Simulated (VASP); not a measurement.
BN (Qingsongite):

```
B N
1.0
     0.00000    1.83930    1.83930
     1.83930    0.00000    1.83930
     1.83930    1.83930    0.00000
B N
1 1
Direct
  0.00000 0.00000 0.00000
  0.25000 0.25000 0.25000
```

This cell differs from its parent crystal: strain +1.9%.

Base run:

```yaml
Program: VASP 6.6.1
Functional: r2SCAN
Potentials_or_basis: VASP PAW PBE potentials, release 64 (B, N)
Cutoff: 520 eV
k_mesh: 12 × 12 × 12
Occupations: gaussian, width 0.01 eV
Spin: no spin polarisation
```

Its results: band gap on the k mesh 4.91 eV, indirect (least direct gap 9.27 eV); pressure -19.1 GPa.

Task: The run is repeated on the same cell with these changes: functional from r2SCAN to PBE; occupations from gaussian, width 0.01 eV to fermi-dirac, width 0.02 eV. What comes out?

Result: Band gap on the k mesh 4.40 eV, indirect (least direct gap 8.57 eV); pressure -15.0 GPa.

Caveats: the PAW data sets were made with another functional, which shifts forces and pressure a little (some runs).

A k mesh can miss the band edges.
